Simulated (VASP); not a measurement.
W:

```
W
1.0
     0.00000   -2.03000   -2.03000
     2.03000    0.00000   -2.03000
     2.03000   -2.03000    0.00000
W
1
Direct
  0.00000 0.00000 0.00000
```

```yaml
Program: VASP 6.6.1
Task: relaxation of cell and atoms
Functional: PBEsol
Potentials_or_basis: VASP PAW PBE potentials, release 64 (W_sv)
Cutoff: 600 eV
k_mesh: 8 × 8 × 8
Occupations: gaussian, width 0.1 eV
Spin: no spin polarisation
```

At the start: pressure -11.7 GPa; volume 16.73 Å³/atom.

Task: How do energy, volume and symmetry change on relaxing?

Result: Over 4 steps the energy falls by 25.9 meV/atom and the volume is 16.05 Å³/atom (-4.1 %); space group Fm-3m (No. 225, to 0.05 Å).

The path:
```
step  energy change (eV)  largest force (eV/Å)  pressure (GPa)  volume (Å³)
   1              0.0000                0.0000          -11.72        16.73
   2              0.2962                0.0000           55.57        13.94
   3             -0.0259                0.0000           -0.52        16.07
   4             -0.0259                0.0000           -0.09        16.05
```

Final structure:
```cif
data_structure
_symmetry_space_group_name_H-M 'P 1'
_symmetry_Int_Tables_number 1
_cell_length_a 2.8313
_cell_length_b 2.8313
_cell_length_c 2.8313
_cell_angle_alpha 60.000
_cell_angle_beta 60.000
_cell_angle_gamma 60.000
_cell_volume 16.05
loop_
_atom_site_label
_atom_site_type_symbol
_atom_site_fract_x
_atom_site_fract_y
_atom_site_fract_z
_atom_site_occupancy
W1 W 0.00000 0.00000 0.00000 1
```

Caveat: the PAW data sets were made with another functional, which shifts forces and pressure a little.
